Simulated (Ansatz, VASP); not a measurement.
## Y in VASP and in Ansatz

Contents of INCAR:

```
  PREC = Accurate
  ENCUT = 520
  EDIFF = 1E-6
  ISMEAR = -1
  SIGMA = 0.05
  LREAL = False
  LASPH = True
  NELM = 100
  ALGO = Normal
  ISIF = 2
  LWAVE = False
  LCHARG = True
  GGA = PE
  LELF = True
  LVHAR = True
  NBANDS = 12
```

Contents of KPOINTS:

```
Automatic mesh
0
Gamma
  14 14 13
```

The input POSCAR:

```
Y
1.0
    3.1355810585      0.0000000000      0.0000000000
   -1.5677905292      2.7154928523      0.0000000000
    0.0000000000      0.0000000000      2.9662866956
Y
1
Direct
    0.0000000000      0.0000000000      0.0000000000
```

Input for Ansatz:

```yaml
crystal:
  lattice:
    - [3.1355810585, 0.0, 0.0]
    - [-1.5677905292, 2.7154928523, 0.0]
    - [0.0, 0.0, 2.9662866956]
  atoms:
    - { symbol: "Y", position: [0.0, 0.0, 0.0] }
kpoints:
  mp_grid: { grid: [14, 14, 13] }
scf:
  occupations: { method: fermi_dirac, width: 0.05 }
hamiltonian:
  xc: pbe
  pseudopotentials: { kind: paw }
output:
  forces: true
  stress: true
  eigenvalues: true
  populations: true
  write_density: true
  write_potential: true
  elf: true
  volumetric_format: npy
```

Change from the starting cell: volume scaled by 0.75, PAW files.

Alike in both runs: task single point; functional PBE; k mesh 14 × 14 × 13; occupations fermi-dirac, width 0.05 eV; no spin polarisation.

```csv
,VASP,Ansatz
version,VASP 6.6.1,Ansatz 0.2.0
potentials or method,"VASP PAW PBE potentials, release 64 (Y_sv)","PAW with Ansatz's default frozen-core files, scalar-relativistic"
plane-wave cutoff (eV),520,420
valence electrons in the cell,11,11
```

Ansatz gave:

```
pressure (GPa)                                                : 14.4
traceless stress, the component that is largest in VASP (GPa) : 0.11
```

Task: Estimate VASP's values.

Result: Pressure (GPa): 14.2; traceless stress, the component that is largest in VASP (GPa): 0.20.
